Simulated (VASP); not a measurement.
Hf: single point with PBEsol

Hf:

```xyz
1
Lattice="-1.7117 1.7117 1.7117 1.7117 -1.7117 1.7117 1.7117 1.7117 -1.7117" Properties=species:S:1:pos:R:3 pbc="T T T"
Hf    0.0000    0.0000    0.0000
```

| Item | Value |
| --- | --- |
| Program | VASP 6.6.1 |
| Task | single point |
| Functional | PBEsol |
| Potentials or basis | VASP PAW PBE potentials, release 64 (Hf_pv) |
| Cutoff | 500 eV |
| k mesh | 7 × 7 × 7 |
| Occupations | fermi-dirac, width 0.02 eV |
| Spin | no spin polarisation |

| Property | Result |
| --- | --- |
| Pressure | 9.8 GPa |
| Band gap on the k mesh | zero (band 5 reaches 6.74 eV, above the bottom of band 6 at 4.63 eV) |

Levels at points of the mesh, in eV from the Fermi level:
| k point | band 1 | band 2 | band 3 | band 4 | band 5 | band 6 | band 7 | band 8 | band 9 | band 10 |
| --- | --- | --- | --- | --- | --- | --- | --- | --- | --- | --- |
| (0.00, 0.00, 0.00) | -29.37 | -29.37 | -29.37 | -7.37 | 1.59 | 1.59 | 1.59 | 4.71 | 4.71 | 13.62 |

It took 4.4 s on 1 thread of Intel(R) Xeon(R) Platinum 8259CL CPU @ 2.50GHz (Skylake/Cascade Lake) (shared host), peak memory 0.14 GiB.

Caveat: the k points lie up to 0.37 Å⁻¹ apart; the PAW data sets were made with another functional, which shifts forces and pressure a little; spin-orbit coupling is left out, which moves the levels of the heavy elements.
